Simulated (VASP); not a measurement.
# CsDyPt (P4/mmm) in VASP: single point with PBE

Aim: the single point of CsDyPt with PBE.

Program: VASP 6.6.1. These are calculated values, not measurements. Logs are shortened: lines on timing, memory, paths and dates and some standing lists are left out, and cuts for length are marked.

**1. The cell of the first run**

Symmetry: P4/mmm, No. 123, tetragonal system. Conventional cell: a = 4.926 Å, b = 4.926 Å, c = 5.347 Å, α = 90.00°, β = 90.00°, γ = 90.00°. Cs (site symmetry 4/mmm) has 4 Pt at 3.48 Å and 8 Dy at 4.39 Å within 4.6 Å. Dy (site symmetry 4/mmm) has 2 Pt at 2.67 Å within 3.5 Å. Pt (site symmetry 4/mmm) has 2 Dy at 2.67 Å and 4 Cs at 3.48 Å within 3.5 Å.

**2. Single point, PBE**

POSCAR reads:

```
CsDyPt
1.0
    4.9258710879      0.0000000000      0.0000000000
    0.0000000000      4.9258710879      0.0000000000
    0.0000000000      0.0000000000      5.3471436351
Cs Dy Pt
1 1 1
Direct
    0.0000000000      0.0000000000      0.0000000000
    0.5000000000      0.5000000000      0.5000000000
    0.5000000000      0.5000000000      0.0000000000
```

INCAR.step1 reads:

```
  PREC = Accurate
  ENCUT = 400
  EDIFF = 1E-6
  ISMEAR = 0
  SIGMA = 0.1
  LREAL = False
  LASPH = True
  NELM = 200
  ALGO = Normal
  ISIF = 2
  LWAVE = False
  LCHARG = True
  LMAXMIX = 6
  GGA = PE
  NBANDS = 21
  GGA_COMPAT = False
  NEDOS = 2001
  LORBIT = 11
```

KPOINTS.step1 reads:

```
regular mesh
0
Gamma
  10 10 10
```

INCAR.step2 reads:

```
  PREC = Accurate
  ENCUT = 400
  EDIFF = 1E-6
  ISMEAR = -5
  SIGMA = 0.1
  LREAL = False
  LASPH = True
  NELM = 200
  ALGO = Normal
  ISIF = 2
  LWAVE = False
  LCHARG = False
  LMAXMIX = 6
  GGA = PE
  LORBIT = 11
  NBANDS = 21
  NEDOS = 1001
  ICHARG = 11
  GGA_COMPAT = False
```

KPOINTS.step2 reads:

```
regular mesh
0
Gamma
  15 15 15
```

Potentials or basis: VASP PAW PBE potentials, release 64 (Cs_sv, Dy_3, Pt), 4f in core.

The run is started by

```sh
cat potpaw_PBE.64/Cs_sv/POTCAR potpaw_PBE.64/Dy_3/POTCAR potpaw_PBE.64/Pt/POTCAR > POTCAR
cp INCAR.step1 INCAR
cp KPOINTS.step1 KPOINTS
mpirun -np 1 vasp_std > vasp.out
cp INCAR.step2 INCAR
cp KPOINTS.step2 KPOINTS
mpirun -np 1 vasp_std > vasp.out
```

OUTCAR:

```text
PREC = Accurate
   ENCUT = 400
   EDIFF = 1E-6
   ISMEAR = -5
   LREAL = False
   LASPH = True
   NELM = 200
   ISIF = 2
   GGA = PE
   LORBIT = 11
   ICHARG = 11

 ion  position               nearest neighbor table
   1  0.000  0.000  0.000-
   2  0.500  0.500  0.500-   3 2.67   3 2.67
   3  0.500  0.500  0.000-   2 2.67   2 2.67

  LATTYP: Found a simple tetragonal cell.
 ALAT       =     4.9258710879
 C/A-ratio  =     1.0855224466

  Lattice vectors:

 A1 = (   4.9258710879,   0.0000000000,   0.0000000000)
 A2 = (   0.0000000000,   4.9258710879,   0.0000000000)
 A3 = (   0.0000000000,   0.0000000000,   5.3471436351)

Analysis of symmetry for initial positions (statically):
=====================================================================
 Subroutine PRICEL returns:
 Original cell was already a primitive cell.

 Routine SETGRP: Setting up the symmetry group for a
 simple tetragonal supercell.

 Subroutine GETGRP returns: Found 16 space group operations
 (whereof 16 operations were pure point group operations)
 out of a pool of 16 trial point group operations.

The static configuration has the point symmetry D_4h.

Analysis of symmetry for dynamics (positions and initial velocities):
=====================================================================
 Subroutine PRICEL returns:
 Original cell was already a primitive cell.

 Routine SETGRP: Setting up the symmetry group for a
 simple tetragonal supercell.

 Subroutine GETGRP returns: Found 16 space group operations
 (whereof 16 operations were pure point group operations)
 out of a pool of 16 trial point group operations.

The dynamic configuration has the point symmetry D_4h.

 Subroutine INISYM returns: Found 16 space group operations
 (whereof 16 operations are pure point group operations),
 and found     1 'primitive' translations

----------------------------------------------------------------------------------------

                                     Primitive cell

  volume of cell :     129.7442

  direct lattice vectors                    reciprocal lattice vectors
     4.925871088  0.000000000  0.000000000     0.203009779  0.000000000  0.000000000
     0.000000000  4.925871088  0.000000000     0.000000000  0.203009779  0.000000000
     0.000000000  0.000000000  5.347143635     0.000000000  0.000000000  0.187015736
[... 91 lines left out ...]
   NSW    =      0    number of steps for IOM
   IBRION =     -1    ionic relax: 0-MD 1-quasi-New 2-CG
   NFREE  =      0    steps in history (QN), initial steepest desc. (CG)
   ISIF   =      2    stress and relaxation
   ISYM   =      2    0-nonsym 1-usesym 2-fastsym
   POTIM  = 0.5000    time-step for ionic-motion
   TEBEG  =    0.0;   TEEND  =   0.0 temperature during run
   PSTRESS=    0.0 pullay stress
   NELECT =      28.0000    total number of electrons
   NUPDOWN=      -1.0000    fix difference up-down
   EMIN   =  10.00;   EMAX   =-10.00  energy-range for DOS
   EFERMI =   0.00;   METHOD = LEGACY
   ISMEAR =    -5;   SIGMA  =   0.10  broadening in eV -4-tet -1-fermi 0-gaus
   EFERMI_NEDOS =   21; number of points for ismear=-14 and -15
   IALGO  =     38    algorithm
   IMIX   =      4    mixing-type and parameters
     AMIX     =   0.40;   BMIX     =  1.00
     AMIX_MAG =   1.60;   BMIX_MAG =  1.00
  volume/ion in A,a.u.               =      43.25       291.85
  Fermi-wavevector in a.u.,A,eV,Ry     =   0.981970  1.855654 13.119622  0.964265
  Thomas-Fermi vector in A             =   2.113017
   LORBIT       =     11    0 simple, 1 ext, 2 COOP (PROOUT), +10 PAW based schemes
   GGA     = PE    functional components
   LHFCALC =     F    Hartree Fock is set to
   AEXX    =    0.0000 exact exchange contribution
   IVDW    =     0    specifies the selected vdW correction
   LEPSILON=     F    determine dielectric tensor
   LRPA    =     F    only Hartree local field effects (RPA)
 non-spin polarized calculation
 Fermi weights with tetrahedron method with Bloechl corrections
  energy-cutoff  :      400.00
  volume of cell :      129.74
 maximum number of plane-waves:      2402

 number of electron      27.9999998 magnetization

 Free energy of the ion-electron system (eV)
  ---------------------------------------------------
  ext. energy  EPLUGINS =         0.00000000
  ---------------------------------------------------
  free energy    TOTEN  =       -10.90869193 eV

  energy without entropy =      -10.90869193  energy(sigma->0) =      -10.90869193

 E-fermi :   2.1260     XC(G=0):  -8.1852

 val. band max:        2.1279309974   @ k =   0.4000   0.3333   0.3333
 cond. band min:       2.1244977219   @ k =   0.4000   0.3333   0.0000
 fundamental gap:     -0.0034332755
 Fermi energy:         2.1260129337

 k-point     1 :       0.0000    0.0000    0.0000
  band No.  band energies     occupation
      1     -22.6753      2.00000
      2     -22.6753      2.00000
      3     -22.4266      2.00000
      4     -19.5329      2.00000
      5      -6.4882      2.00000
      6      -6.3432      2.00000
[... 565 lines left out ...]
     20       4.9452      0.00000
     21       5.4753      0.00000

 [... further k-points ...]

------------------------ aborting loop because EDIFF is reached ----------------------------------------

  FORCE on cell =-STRESS in cart. coord.  units (eV):
  Direction    XX          YY          ZZ          XY          YZ          ZX
  --------------------------------------------------------------------------------------
  -------------------------------------------------------------------------------------
  Total       -0.0042036     -0.0042036      0.1555441      0.0000000     -0.0000000      0.0000000
  in kB       -0.0519089     -0.0519089      1.9207735      0.0000000     -0.0000000      0.0000000
  external PRESSURE =       0.6056519 kB  Pullay stress =       0.0000000 kB

 VOLUME and BASIS-vectors are now :
 -----------------------------------------------------------------------------
  energy-cutoff  :      400.00
  volume of cell :      129.74
      direct lattice vectors                 reciprocal lattice vectors
     4.925871088  0.000000000  0.000000000     0.203009779  0.000000000  0.000000000
     0.000000000  4.925871088  0.000000000     0.000000000  0.203009779  0.000000000
     0.000000000  0.000000000  5.347143635     0.000000000  0.000000000  0.187015736

 POSITION                                       TOTAL-FORCE (eV/Angst)
 -----------------------------------------------------------------------------------
      0.00000      0.00000      0.00000         0.000000      0.000000      0.000000
      2.46294      2.46294      2.67357         0.000000      0.000000      0.000000
      2.46294      2.46294      0.00000         0.000000      0.000000      0.000000
 -----------------------------------------------------------------------------------
    total drift:                                0.000000     -0.000000     -0.000000

  FREE ENERGIE OF THE ION-ELECTRON SYSTEM (eV)
  ---------------------------------------------------
  free  energy   TOTEN  =       -10.9086919339 eV

  energy  without entropy=      -10.9086919339  energy(sigma->0) =      -10.90869193

 total charge

# of ion       s       p       d       tot
------------------------------------------
    1        1.856   4.649   0.069   6.574
    2        0.478   6.348   0.905   7.731
    3        0.927   0.124   8.226   9.276
--------------------------------------------------
tot          3.261  11.121   9.200  23.582
```

OUTCAR.step1:

```text
PREC = Accurate
   ENCUT = 400
   EDIFF = 1E-6
   ISMEAR = 0
   LREAL = False
   LASPH = True
   NELM = 200
[... 805 lines left out ...]
    total drift:                                0.000000     -0.000000     -0.000000

  FREE ENERGIE OF THE ION-ELECTRON SYSTEM (eV)
  ---------------------------------------------------
  free  energy   TOTEN  =       -10.9135644042 eV

  energy  without entropy=      -10.9031640829  energy(sigma->0) =      -10.90836424

 total charge

# of ion       s       p       d       tot
------------------------------------------
    1        1.856   4.649   0.069   6.575
    2        0.476   6.347   0.910   7.732
    3        0.926   0.124   8.226   9.277
--------------------------------------------------
tot          3.258  11.120   9.205  23.583
```

OSZICAR.step1:

```text
N       E                     dE             d eps       ncg     rms          rms(c)
DAV:   1     0.140233566865E+03    0.14023E+03   -0.10560E+04  5300   0.944E+02
DAV:   2     0.172371988480E+01   -0.13851E+03   -0.12984E+03  6944   0.246E+02
DAV:   3    -0.112269737705E+02   -0.12951E+02   -0.12487E+02  6930   0.570E+01
DAV:   4    -0.116663920116E+02   -0.43942E+00   -0.43767E+00  6486   0.129E+01
DAV:   5    -0.116803904765E+02   -0.13998E-01   -0.13994E-01  7072   0.209E+00    0.167E+01
DAV:   6    -0.110888192616E+02    0.59157E+00   -0.15034E+00  7261   0.516E+00    0.108E+01
DAV:   7    -0.109703388564E+02    0.11848E+00   -0.98531E-01  6305   0.531E+00    0.376E+00
DAV:   8    -0.109149237795E+02    0.55415E-01   -0.25414E-01  7645   0.233E+00    0.616E-01
DAV:   9    -0.109134628575E+02    0.14609E-02   -0.14367E-02  6741   0.601E-01    0.221E-01
DAV:  10    -0.109135704438E+02   -0.10759E-03   -0.53931E-04  6667   0.122E-01    0.616E-02
DAV:  11    -0.109135602112E+02    0.10233E-04   -0.73521E-05  7256   0.445E-02    0.440E-02
DAV:  12    -0.109135640123E+02   -0.38010E-05   -0.72014E-06  6095   0.163E-02    0.488E-03
DAV:  13    -0.109135644042E+02   -0.39197E-06   -0.14320E-06  6074   0.665E-03
   1 F= -.10913564E+02 E0= -.10908364E+02  d E =-.104003E-01
```

It took 4.5 min on 1 thread of Intel Xeon Platinum 8488C (Sapphire Rapids), shared host; peak memory 0.66 GiB.

Results:

```yaml
Valence_electrons_inside_the_program's_atomic_spheres: Cs 6.57; Dy 7.73; Pt 9.28
```

Caveat: spin-orbit coupling is left out, which moves the levels of the heavy elements; the 4f electrons are frozen in the core, so they carry no moment and show no levels.
